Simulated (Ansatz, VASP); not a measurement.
## MgO: VASP beside Ansatz

INCAR

```
PREC     = Accurate       # precision mode
ENCUT    = 520            # plane-wave cutoff, eV
EDIFF    = 1E-7           # SCF threshold, eV
ISMEAR   = 0              # smearing method
SIGMA    = 0.01           # smearing width, eV
LREAL    = F              # projectors in reciprocal space
LASPH    = T              # aspherical terms in the spheres
NELM     = 100            # most SCF steps
ALGO     = Normal         # electronic algorithm
ISIF     = 2              # what is computed and relaxed
LWAVE    = F              # write WAVECAR
LCHARG   = T              # write CHGCAR
LELF     = T              # ELF
LVHAR    = T            
NBANDS   = 11             # bands
```

The input KPOINTS:

```
Automatic mesh
0
Gamma
  10 10 10
```

File POSCAR:

```
MgO
1.0
    2.6233490555      0.0000000000      0.0000000000
    0.0000000000      2.6233490555      0.0000000000
    0.0000000000      0.0000000000      2.6233490555
Mg O
1 1
Direct
    0.0000000000      0.0000000000      0.0000000000
    0.5000000000      0.5000000000      0.5000000000
```

Input for Ansatz:

```yaml
crystal:
  lattice:
    - [2.6233490555, 0.0, 0.0]
    - [0.0, 2.6233490555, 0.0]
    - [0.0, 0.0, 2.6233490555]
  atoms:
    - { symbol: Mg, position: [0.0, 0.0, 0.0] }
    - { symbol: O, position: [0.5, 0.5, 0.5] }
kpoints:
  mp_grid: { grid: [10, 10, 10] }
  band_path:
    path:
      - [0.0, 0.0, 0.0]
      - [0.0, 0.5, 0.0]
      - [0.5, 0.5, 0.0]
      - [0.5, 0.5, 0.5]
      - [0.0, 0.5, 0.5]
    npoints: 1
hamiltonian:
  xc: lda
scf:
  occupations: { method: fixed }
  n_extra_bands: 4
output:
  forces: true
  stress: true
  eigenvalues: true
  write_density: true
  write_potential: true
  elf: true
  volumetric_format: npy
```

Alike in both runs: task single point; functional LDA; k mesh 10 × 10 × 10; no spin polarisation.

|  | VASP | Ansatz |
| --- | --- | --- |
| version | VASP 6.6.1 | Ansatz 0.2.0 |
| potentials or method | VASP PAW LDA potentials, release 64 (Mg, O) | plane waves, PAW |
| plane-wave cutoff (eV) | 520 | 420 |
| occupations | gaussian, width 0.01 eV | fixed |
| valence electrons in the cell | 8 | 16 |

Ansatz gave:

| Quantity | Value |
| --- | --- |
| gap on the k mesh at the Fermi level (eV) | 2.57 |
| pressure (GPa) | -4.4 |

Question: Estimate VASP's values.

Answer: gap on the k mesh at the Fermi level (eV): 2.57; pressure (GPa): -6.8.

LDA's correlation is that of Perdew and Zunger in VASP and of Perdew and Wang (1992) in Ansatz. VASP's potentials hold 8 valence electrons a cell and Ansatz's 16, so a difference there can come from the potentials and not from the codes.
